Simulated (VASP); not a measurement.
Wanted: the native input for a VASP 6.6.1 run.

* Task: relaxation of shape and atoms at fixed volume
* Functional: PBEsol
* Potentials or basis: VASP PAW PBE potentials, release 64 (Ti_sv, O)
* Cutoff: 600 eV
* k mesh: 12 × 12 × 12
* Occupations: gaussian, width 0.1 eV
* Spin: no spin polarisation
* Dipole correction: no
* Further INCAR settings: ALGO = Normal; EDIFF = 1e-07; IBRION = 2; EDIFFG = -0.01; NSW = 50; ISIF = 4

The structure of TiO lies in POSCAR:

```
TiO
1.0
    5.0075366339      0.0000000000      0.0000000000
   -2.5037683170      4.3366539354      0.0000000000
    0.0000000000      0.0000000000      2.8640483602
Ti O
3 3
Direct
    0.6666666667      0.3333333333      0.5000000000
    0.3333333333      0.6666666667      0.5000000000
    0.0000000000      0.0000000000      0.0000000000
    0.6052948646      0.6052948646      0.0000000000
    0.3947051354      0.0000000000      0.0000000000
    0.0000000000      0.3947051354      0.0000000000
```

The input as run:

INCAR

```
SYSTEM = TiO
PREC     = Accurate       ! precision mode
ENCUT    = 600            ! plane-wave cutoff, eV
EDIFF    = 1E-7           ! SCF threshold, eV
ISMEAR   = 0              ! smearing method
SIGMA    = 0.1            ! smearing width, eV
LREAL    = .FALSE.        ! projectors in reciprocal space
LASPH    = .TRUE.         ! aspherical terms in the spheres
NELM     = 80             ! most SCF steps
ALGO     = Normal         ! electronic algorithm
ISIF     = 4              ! what is computed and relaxed
LWAVE    = .FALSE.        ! write WAVECAR
LCHARG   = .FALSE.        ! write CHGCAR
GGA      = PS             ! functional
IBRION   = 2              ! ionic algorithm
NSW      = 50             ! ionic steps
EDIFFG   = -0.01          ! ionic threshold
```

KPOINTS

```
regular mesh
0
G
  12 12 12
  0 0 0
```

Potentials or basis: VASP PAW PBE potentials, release 64 (Ti_sv, O).

The run is started by

```bash
$ cat potpaw_PBE.64/Ti_sv/POTCAR potpaw_PBE.64/O/POTCAR > POTCAR
$ mpirun -np 1 vasp_std > vasp.out
```

Results of the run:

```json
{
  "Energy gained by relaxing": "0.1 meV/atom",
  "Ionic steps": "4",
  "Pressure after relaxing": "-6.0 GPa",
  "Band gap on the k mesh": "zero (bands 27 and 28 overlap by 1.49 eV)"
}
```

Caveat: the PAW data sets were made with another functional, which shifts forces and pressure a little; semilocal functionals often make such compounds metallic where correlation or magnetic order opens a gap, which also shifts bond lengths.

Run time: 7.9 min on 1 thread of AMD EPYC 9R45 96-Core Processor (Zen 5) (shared host), peak memory 0.35 GiB.
